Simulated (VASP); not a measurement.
## Sc: vibrations by perturbation theory with LDA

Sc:

```
CELL_PARAMETERS angstrom
3.22519 0.00000 0.00000
-1.61260 2.79310 0.00000
0.00000 0.00000 5.03133
ATOMIC_POSITIONS crystal
Sc 0.33333 0.66667 0.25000
Sc 0.66667 0.33333 0.75000
```

```json
{
  "Program": "VASP 6.6.1",
  "Task": "vibrations by perturbation theory",
  "Functional": "LDA",
  "Potentials or basis": "VASP PAW LDA potentials, release 64 (Sc_sv)",
  "Cutoff": "520 eV",
  "k mesh": "12 × 12 × 8",
  "Occupations": "fermi-dirac, width 0.15 eV",
  "Spin": "no spin polarisation",
  "Dipole correction": "no",
  "Further INCAR settings": "ALGO = Fast; EDIFF = 1e-08; IBRION = 8; NSW = 1"
}
```

The highest phonon frequency at Γ is 228 cm⁻¹.

Phonon frequencies in cm⁻¹ (negative: imaginary):
| q point | frequencies |
| --- | --- |
| (0.000, 0.000, 0.000) | 0 0 0 135 135 228 |

Run time: 10 min on 1 thread of Intel Xeon 8259CL, with other jobs on the host, peak memory 0.55 GiB.
